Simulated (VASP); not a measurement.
# ZnCu2SnSe4 (I-4) in VASP: single point with PBEsol

Aim: the single point of ZnCu2SnSe4 with PBEsol.

Everything below comes from runs of VASP 6.6.1. Logs are shortened: lines on timing, memory, paths and dates and some standing lists are left out, and cuts for length are marked.

### 1 The cell of the first run

Symmetry: I-4, No. 82, tetragonal system. Conventional cell: a = 5.771 Å, b = 5.771 Å, c = 11.480 Å, α = 90.00°, β = 90.00°, γ = 90.00°. Zn (site symmetry -4) has 4 Se at 2.49 Å within 3.3 Å. Within 3.2 Å of Cu (site symmetry -4) lie 4 Se at 2.44 Å. Cu (site symmetry -4) has 4 Se at 2.44 Å within 3.2 Å. Sn (site symmetry -4) has 4 Se at 2.62 Å within 3.4 Å. Within 3.2 Å of Se (site symmetry 1) lie 2 Cu at 2.44 Å and 1 Zn at 2.49 Å and 1 Sn at 2.62 Å.

### 2 Single point, PBEsol

The input, INCAR:

```
PREC = Accurate
ENCUT = 520
EDIFF = 1E-6
ISMEAR = 0
SIGMA = 0.1
LREAL = F
LASPH = T
NELM = 60
ALGO = Normal
ISIF = 2
LWAVE = F
LCHARG = F
GGA = PS
NBANDS = 46
```

The input, KPOINTS:

```
Automatic mesh
0
Gamma
  4 4 4
```

The input, POSCAR:

```
ZnCu2SnSe4
1.0
   -2.8856370000      2.8856370000      5.7398310000
    2.8856370000     -2.8856370000      5.7398310000
    2.8856370000      2.8856370000     -5.7398310000
Zn Cu Sn Se
1 2 1 4
Direct
    0.7500000000      0.2500000000      0.5000000000
    0.2500000000      0.7500000000      0.5000000000
    0.0000000000      0.0000000000      0.0000000000
    0.5000000000      0.5000000000      0.0000000000
    0.6297540000      0.6365340000      0.5262470000
    0.1102870000      0.1035070000      0.4737530000
    0.8964930000      0.3702460000      0.0067800000
    0.3634660000      0.8897130000      0.9932200000
```

Potentials or basis: VASP PAW PBE potentials, release 64 (Zn, Cu, Sn_d, Se).

Command:

```
> cat potpaw_PBE.64/Zn/POTCAR potpaw_PBE.64/Cu/POTCAR potpaw_PBE.64/Sn_d/POTCAR potpaw_PBE.64/Se/POTCAR > POTCAR
> mpirun -np 1 vasp_std > vasp.out
```

OUTCAR:

```text
PREC = Accurate
   ENCUT = 520
   EDIFF = 1E-6
   ISMEAR = 0
   LREAL = F
   LASPH = T
   NELM = 60
   ISIF = 2
   GGA = PS

 ion  position               nearest neighbor table
   1  0.750  0.250  0.500-   7 2.49   5 2.49   6 2.49   8 2.49
   2  0.250  0.750  0.500-   5 2.44   6 2.44   8 2.44   7 2.44
   3  0.000  0.000  0.000-   5 2.44   6 2.44   7 2.44   8 2.44
   4  0.500  0.500  0.000-   5 2.62   8 2.62   7 2.62   6 2.62
   5  0.630  0.637  0.526-   2 2.44   3 2.44   1 2.49   4 2.62
   6  0.110  0.104  0.474-   2 2.44   3 2.44   1 2.49   4 2.62
   7  0.896  0.370  0.007-   2 2.44   3 2.44   1 2.49   4 2.62
   8  0.363  0.890  0.993-   2 2.44   3 2.44   1 2.49   4 2.62

  LATTYP: Found a body centered tetragonal cell.
 ALAT       =     5.7712740000
 C/A-ratio  =     1.9891036191

  Lattice vectors:

 A1 = (  -2.8856370000,   2.8856370000,   5.7398310000)
 A2 = (   2.8856370000,  -2.8856370000,   5.7398310000)
 A3 = (   2.8856370000,   2.8856370000,  -5.7398310000)

Analysis of symmetry for initial positions (statically):
=====================================================================
 Subroutine PRICEL returns:
 Original cell was already a primitive cell.

 Routine SETGRP: Setting up the symmetry group for a
 body centered tetragonal supercell.

 Subroutine GETGRP returns: Found  4 space group operations
 (whereof  4 operations were pure point group operations)
 out of a pool of 16 trial point group operations.

The static configuration has the point symmetry S_4 .

Analysis of symmetry for dynamics (positions and initial velocities):
=====================================================================
 Subroutine PRICEL returns:
 Original cell was already a primitive cell.

 Routine SETGRP: Setting up the symmetry group for a
 body centered tetragonal supercell.

 Subroutine GETGRP returns: Found  4 space group operations
 (whereof  4 operations were pure point group operations)
 out of a pool of 16 trial point group operations.

The dynamic configuration has the point symmetry S_4 .

 Subroutine INISYM returns: Found  4 space group operations
 (whereof  4 operations are pure point group operations),
 and found     1 'primitive' translations

----------------------------------------------------------------------------------------

                                     Primitive cell

  volume of cell :     191.1800

[... 95 lines left out ...]
   ISIF   =      2    stress and relaxation
   ISYM   =      2    0-nonsym 1-usesym 2-fastsym
   POTIM  = 0.5000    time-step for ionic-motion
   TEBEG  =    0.0;   TEEND  =   0.0 temperature during run
   PSTRESS=    0.0 pullay stress
   NELECT =      72.0000    total number of electrons
   NUPDOWN=      -1.0000    fix difference up-down
   EMIN   =  10.00;   EMAX   =-10.00  energy-range for DOS
   EFERMI =   0.00;   METHOD = LEGACY
   ISMEAR =     0;   SIGMA  =   0.10  broadening in eV -4-tet -1-fermi 0-gaus
   EFERMI_NEDOS =   21; number of points for ismear=-14 and -15
   IALGO  =     38    algorithm
   IMIX   =      4    mixing-type and parameters
     AMIX     =   0.40;   BMIX     =  1.00
     AMIX_MAG =   1.60;   BMIX_MAG =  1.00
  volume/ion in A,a.u.               =      23.90       161.27
  Fermi-wavevector in a.u.,A,eV,Ry     =   1.182238  2.234105 19.016675  1.397686
  Thomas-Fermi vector in A             =   2.318496
   LORBIT       =      0    0 simple, 1 ext, 2 COOP (PROOUT), +10 PAW based schemes
   GGA     = PS    functional components
   LHFCALC =     F    Hartree Fock is set to
   AEXX    =    0.0000 exact exchange contribution
   IVDW    =     0    specifies the selected vdW correction
   LEPSILON=     F    determine dielectric tensor
   LRPA    =     F    only Hartree local field effects (RPA)
 non-spin polarized calculation
 Gauss-broadening in eV      SIGMA  =   0.10
  energy-cutoff  :      520.00
  volume of cell :      191.18
 maximum number of plane-waves:      5186
 NGX is ok and might be reduce to    54
   NGX = 27   NGY = 27   NGZ = 27

 number of electron      71.9999970 magnetization

 Free energy of the ion-electron system (eV)
  ---------------------------------------------------
  ext. energy  EPLUGINS =         0.00000000
  ---------------------------------------------------
  free energy    TOTEN  =       -32.69656247 eV

  energy without entropy =      -32.69368526  energy(sigma->0) =      -32.69512387

 E-fermi :   3.4684     XC(G=0):  -9.5039

 val. band max:        3.4254361256   @ k =   0.0000   0.0000   0.0000
 cond. band min:       3.4728388683   @ k =   0.0000   0.0000   0.0000
 fundamental gap:      0.0474027428
 Fermi energy:         3.4684242150

 k-point     1 :       0.0000    0.0000    0.0000
  band No.  band energies     occupation
      1     -18.5941      2.00000
      2     -18.5918      2.00000
      3     -18.5918      2.00000
      4     -18.5424      2.00000
      5     -18.5403      2.00000
      6     -10.6708      2.00000
[... 675 lines left out ...]
     45       9.4852      0.00000
     46       9.4852      0.00000

------------------------ aborting loop because EDIFF is reached ----------------------------------------

  FORCE on cell =-STRESS in cart. coord.  units (eV):
  Direction    XX          YY          ZZ          XY          YZ          ZX
  --------------------------------------------------------------------------------------
  -------------------------------------------------------------------------------------
  Total       -3.4502667     -3.4502667     -3.3018546     -0.0000002      0.0000000      0.0000000
  in kB      -28.9148374    -28.9148374    -27.6710753     -0.0000013      0.0000000      0.0000000
  external PRESSURE =     -28.5002500 kB  Pullay stress =       0.0000000 kB

 VOLUME and BASIS-vectors are now :
 -----------------------------------------------------------------------------
  energy-cutoff  :      520.00
  volume of cell :      191.18
      direct lattice vectors                 reciprocal lattice vectors
    -2.885637000  2.885637000  5.739831000     0.000000000  0.173271967  0.087110579
     2.885637000 -2.885637000  5.739831000     0.173271967  0.000000000  0.087110579
     2.885637000  2.885637000 -5.739831000     0.173271967  0.173271967  0.000000000

 POSITION                                       TOTAL-FORCE (eV/Angst)
 -----------------------------------------------------------------------------------
     -0.00000      2.88564      2.86992         0.000000      0.000000      0.000000
      2.88564     -0.00000      2.86992        -0.000000      0.000000      0.000000
      0.00000      0.00000      0.00000         0.000000      0.000000      0.000000
      0.00000      0.00000      5.73983        -0.000000      0.000000     -0.000000
      1.53812      1.49899      4.24771         0.130269     -0.006051     -0.032552
      1.34751      1.38664     -1.49212        -0.130269      0.006051     -0.032552
     -1.49899      1.53812      7.23195         0.006051      0.130269      0.032552
      4.38463      1.34751      1.49212        -0.006051     -0.130269      0.032552
 -----------------------------------------------------------------------------------
    total drift:                               -0.000003     -0.000003     -0.000000

  FREE ENERGIE OF THE ION-ELECTRON SYSTEM (eV)
  ---------------------------------------------------
  free  energy   TOTEN  =       -32.6965624697 eV

  energy  without entropy=      -32.6936852604  energy(sigma->0) =      -32.69512387
```

OSZICAR:

```text
N       E                     dE             d eps       ncg     rms          rms(c)
DAV:   1     0.690964459241E+03    0.69096E+03   -0.31339E+04  1288   0.186E+03
DAV:   2     0.819759142174E+02   -0.60899E+03   -0.58716E+03  1288   0.477E+02
DAV:   3    -0.270615975975E+02   -0.10904E+03   -0.10631E+03  1630   0.197E+02
DAV:   4    -0.344806031140E+02   -0.74190E+01   -0.73200E+01  1602   0.506E+01
DAV:   5    -0.347845649060E+02   -0.30396E+00   -0.30332E+00  1788   0.114E+01    0.132E+01
DAV:   6    -0.353492601570E+02   -0.56470E+00   -0.40022E+01  1838   0.996E+01    0.106E+01
DAV:   7    -0.326628753633E+02    0.26864E+01   -0.95194E+00  1698   0.728E+01    0.481E+00
DAV:   8    -0.328052359742E+02   -0.14236E+00   -0.44442E+00  2088   0.286E+01    0.337E+00
DAV:   9    -0.327043808144E+02    0.10086E+00   -0.12535E+00  1860   0.189E+01    0.836E-01
DAV:  10    -0.326959769104E+02    0.84039E-02   -0.89266E-02  1946   0.653E+00    0.291E-01
DAV:  11    -0.326963472564E+02   -0.37035E-03   -0.16557E-02  2002   0.253E+00    0.218E-01
DAV:  12    -0.326965387537E+02   -0.19150E-03   -0.29485E-03  1904   0.877E-01    0.517E-02
DAV:  13    -0.326965565990E+02   -0.17845E-04   -0.40859E-04  1874   0.310E-01    0.189E-02
DAV:  14    -0.326965589175E+02   -0.23185E-05   -0.53366E-05  1954   0.100E-01    0.106E-02
DAV:  15    -0.326965622778E+02   -0.33603E-05   -0.12061E-05  1792   0.279E-02    0.437E-03
DAV:  16    -0.326965624697E+02   -0.19189E-06   -0.11461E-06   934   0.151E-02
   1 F= -.32696562E+02 E0= -.32695124E+02  d E =-.287721E-02
```

Wall time 3.9 min (1 thread of AMD EPYC 7R43 (Zen 3), shared host); peak memory 0.44 GiB.

What came out:

```yaml
Free_energy: -32.6966 eV
Pressure: -2.9 GPa
Largest_force: 0.134 eV/Å
Band_gap_on_the_k_mesh: 0.05 eV, direct
```

Forces in eV/Å, atoms in the order of the input:
```
Zn   0.000  0.000  0.000
Cu   0.000  0.000  0.000
Cu   0.000  0.000  0.000
Sn   0.000  0.000  0.000
Se   0.130 -0.006 -0.033
Se  -0.130  0.006 -0.033
Se   0.006  0.130  0.033
Se  -0.006 -0.130  0.033
```

Stress tensor (GPa, compression positive):
```
-2.89  0.00  0.00
 0.00 -2.89  0.00
 0.00  0.00 -2.77
```

Levels at points of the mesh, in eV from the valence-band top:
| k point | band 33 | band 34 | band 35 | band 36 | band 37 | band 38 | band 39 | band 40 |
| --- | --- | --- | --- | --- | --- | --- | --- | --- |
| (0.00, 0.00, 0.00) | -1.47 | -0.30 | 0.00 | 0.00 | 0.05 | 1.71 | 2.24 | 3.39 |
| (0.50, 0.00, 0.00) | -1.18 | -1.11 | -1.04 | -0.52 | 1.30 | 2.74 | 2.87 | 3.78 |
| (0.50, 0.50, 0.00) | -0.83 | -0.71 | -0.50 | -0.35 | 0.16 | 1.76 | 2.56 | 3.65 |
| (0.50, 0.50, 0.50) | -1.08 | -1.08 | -0.85 | -0.85 | 0.89 | 1.77 | 1.77 | 2.00 |

Caveat: the PAW data sets were made with another functional, which shifts forces and pressure a little; spin-orbit coupling is left out, which moves the levels of the heavy elements. A k mesh can miss the band edges.
